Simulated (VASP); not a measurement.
MgGeSb2: single point with PBE

MgGeSb2:

```
CELL_PARAMETERS angstrom
4.46602 0.00000 0.00000
0.00000 4.46602 0.00000
0.00000 0.00000 6.51101
ATOMIC_POSITIONS crystal
Mg 0.00000 0.00000 0.00000
Sb 0.00000 0.50000 0.25899
Sb 0.50000 0.00000 0.74101
Ge 0.50000 0.50000 0.50000
```

| Item | Value |
| --- | --- |
| Program | VASP 6.6.1 |
| Task | single point |
| Functional | PBE |
| Potentials or basis | VASP PAW PBE potentials, release 64 (Mg, Sb, Ge_d) |
| Cutoff | 520 eV |
| k mesh | 6 × 6 × 4 |
| Occupations | fermi-dirac, width 0.02 eV |
| Spin | no spin polarisation |

```
Pressure               : 0.0 GPa
Largest force          : 0.011 eV/Å
Band gap on the k mesh : zero (band 13 reaches 3.67 eV, above the bottom of band 14 at 3.41 eV)
```

Forces in eV/Å, atoms in the order of the input:
```
Mg   0.000  0.000  0.000
Sb   0.000  0.000 -0.011
Sb   0.000  0.000  0.011
Ge   0.000  0.000  0.000
```

Levels at points of the mesh, in eV from the Fermi level:
```tsv
k point	band 10	band 11	band 12	band 13	band 14	band 15	band 16	band 17
(0.00, 0.00, 0.00)	-2.53	-0.84	-0.44	0.03	0.03	0.82	2.68	2.78
(0.50, 0.00, 0.00)	-2.96	-2.89	-1.98	-0.27	0.62	3.32	3.34	3.55
(0.50, 0.50, 0.00)	-3.19	-2.42	-2.42	-1.38	0.22	1.31	1.31	2.50
(0.00, 0.00, 0.50)	-2.33	-2.33	-0.62	-0.62	0.54	0.79	3.25	3.83
(0.50, 0.00, 0.50)	-1.94	-1.69	-0.90	-0.57	-0.23	2.21	2.85	2.93
(0.50, 0.50, 0.50)	-3.05	-2.76	-2.76	-2.32	2.18	3.51	3.54	3.54
```

Run time: 42 s on 1 thread of Intel(R) Xeon(R) Platinum 8488C (Sapphire Rapids), on a shared host, peak memory 0.29 GiB.

Caveat: spin-orbit coupling is left out, which moves the levels of the heavy elements.
